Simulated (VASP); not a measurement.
Write the native input for VASP 6.6.1 that does the following.

```yaml
Task: single point
Functional: PBE
Dispersion: D3(BJ)
Potentials_or_basis: VASP PAW PBE potentials, release 64 (Ti_sv, H)
Cutoff: 520 eV
k_mesh: 3 × 2 × 4
Occupations: fermi-dirac, width 0.05 eV
Spin: no spin polarisation
Dipole_correction: no
Further_INCAR_settings: ALGO = Normal; EDIFF = 1e-06; NBANDS = 84
```

The structure of Ti12H (a cell with a defect) lies in POSCAR:

```
Ti12H
1.0
    5.9000000000      0.0000000000      0.0000000000
   -4.4250000000      7.6643250000      0.0000000000
    0.0000000000      0.0000000000      4.6846000000
Ti H
12 1
Direct
   -0.0055910842     -0.0035750050      0.0110908082
    0.1563129859      0.2173160715      0.4945816078
   -0.0021054233      0.3308436164      0.0020405157
    0.1665326172      0.5558706083      0.4982788285
    0.0050901329      0.6702659399     -0.0006260940
    0.1686142448      0.8900576372      0.5051082270
    0.5013359169     -0.0006031842      0.0073914528
    0.6696935222      0.2180593855      0.4938566793
    0.4987156600      0.3321144393      0.0056903471
    0.6752777410      0.5653154061      0.4880796653
    0.4983373784      0.6676163915      0.0019301541
    0.6636113279      0.8875852733      0.5073489732
    0.5015101452      0.3358388377      0.6098236776
```

These files were run (other wordings do the same):

INCAR

```
SYSTEM = Ti12H
  PREC = Accurate
  ENCUT = 520
  EDIFF = 1E-6
  ISMEAR = -1
  SIGMA = 0.05
  LREAL = .FALSE.
  LASPH = .TRUE.
  NELM = 60
  ALGO = Normal
  ISIF = 2
  LWAVE = .FALSE.
  LCHARG = .TRUE.
  GGA = PE
  IVDW = 12
  LELF = .TRUE.
  LVHAR = .TRUE.
  NBANDS = 84
```

KPOINTS

```
Automatic mesh
0
G
  3 2 4
  0 0 0
```

Potentials or basis: VASP PAW PBE potentials, release 64 (Ti_sv, H).

Command:

```bash
$ cat potpaw_PBE.64/Ti_sv/POTCAR potpaw_PBE.64/H/POTCAR > POTCAR
$ mpirun -np 1 vasp_std > vasp.out
```

It gave:

| Quantity | Value |
| --- | --- |
| Pressure | -5.8 GPa |
| Largest force | 0.039 eV/Å |
| Band gap on the k mesh | zero (an odd number of electrons rules out a gap without spin polarisation) |
| Dispersion energy per atom | -0.561 eV |

Caveat: the k points lie up to 0.41 Å⁻¹ apart, too coarse for converged energies and pressures of a metal.

Run time: 11 min on 1 thread of Intel Xeon 8259CL (shared host), peak memory 0.44 GiB.
